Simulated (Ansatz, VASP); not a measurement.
One calculation of Ge, two programs

```
CELL_PARAMETERS angstrom
2.71207 0.00000 0.00000
0.00000 2.71207 0.00000
0.00000 0.00000 2.71207
ATOMIC_POSITIONS crystal
Ge 0.00000 0.00000 0.00000
```

Alike in both runs: task electric field gradients; functional PBE; k mesh 13 × 13 × 13; occupations fermi-dirac, width 0.05 eV; no spin polarisation.

|  | VASP | Ansatz |
| --- | --- | --- |
| version | VASP 6.6.1 | Ansatz 0.2.0 |
| potentials or method | VASP PAW PBE potentials, release 64 (Ge_d), cutoff 520 eV | PAW with Ansatz's default frozen-core files, scalar-relativistic |
| valence electrons in the cell | 14 | 14 |

```tsv
	VASP	Ansatz	Ansatz less VASP
pressure (GPa)	0.0	0.0	-0.04
```
